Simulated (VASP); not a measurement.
Here is a VASP 6.6.1 calculation.

The input INCAR:

```
SYSTEM = BeTe
ALGO = Normal ; EDIFF = 1E-7
ENCUT = 520 ; GGA = PE
ISIF = 2 ; ISMEAR = -1
LASPH = .TRUE. ; LCHARG = .TRUE.
LELF = .TRUE. ; LREAL = .FALSE.
LVHAR = .TRUE. ; LWAVE = .FALSE.
NBANDS = 11 ; NELM = 100
PREC = Accurate ; SIGMA = 0.1
```

File KPOINTS:

```
k-points
0
G
  13 13 13
  0 0 0
```

File POSCAR:

```
BeTe
1.0
    0.0000000000      2.6292454075      2.6292454075
    2.6292454075      0.0000000000      2.6292454075
    2.6292454075      2.6292454075      0.0000000000
Be Te
1 1
Direct
    0.0000000000      0.0000000000      0.0000000000
    0.2500000000      0.2500000000      0.2500000000
```

Potentials or basis: VASP PAW PBE potentials, release 64 (Be, Te).

Run with:

```bash
$ cat potpaw_PBE.64/Be/POTCAR potpaw_PBE.64/Te/POTCAR > POTCAR
$ mpirun -np 1 vasp_std > vasp.out
```

(1) Predict the band gap on the k mesh.

(2) Estimate the pressure.

Answers

(1) 1.41 eV, indirect (least direct gap 3.36 eV).

(2) 19.9 GPa.

Caveat: spin-orbit coupling is left out, which moves the levels of the heavy elements.
